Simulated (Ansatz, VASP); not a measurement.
# Ta: VASP beside Ansatz

```
CELL_PARAMETERS angstrom
6.56989 0.00000 0.00000
0.00000 6.56989 0.00000
0.00000 0.00000 23.00502
ATOMIC_POSITIONS crystal
Ta 0.25000 0.75000 0.34775
Ta 0.25000 0.25000 0.34775
Ta 0.75000 0.75000 0.34775
Ta 0.75000 0.25000 0.34775
Ta 0.50000 0.50000 0.41915
Ta 0.50000 0.00000 0.41915
Ta 0.00000 0.50000 0.41915
Ta 0.00000 0.00000 0.41915
Ta 0.75334 0.24910 0.49103
Ta 0.74703 0.75075 0.48948
Ta 0.24826 0.24877 0.49157
Ta 0.25284 0.75171 0.49012
Ta 0.99755 0.98793 0.56082
Ta 0.99991 0.53067 0.55707
Ta 0.50487 0.00473 0.55733
Ta 0.50203 0.48947 0.55725
```

Alike in both runs: task single point; functional PBE; dispersion D3(BJ); k mesh 3 × 3 × 1; occupations gaussian, width 0.1 eV; no spin polarisation.

|  | VASP | Ansatz |
| --- | --- | --- |
| version | VASP 6.6.1 | Ansatz 0.2.0 |
| potentials or method | VASP PAW PBE potentials, release 64 (Ta_pv), cutoff 520 eV | scalar-relativistic, plane waves, PAW |
| valence electrons in the cell | 176 | 208 |

```csv
,VASP,Ansatz,Ansatz less VASP
gap on the k mesh at the Fermi level (eV),none,none,-
rms of the force components (eV/Å),0.283,0.281,-0.0021
```

Atom by atom the forces differ by 0.005 eV/Å (rms over components). A gap of «none» marks a metal or a gap that the smearing closes. VASP's potentials hold 176 valence electrons a cell and Ansatz's 208, so a difference there can come from the potentials and not from the codes.

Spin-orbit coupling is off throughout.
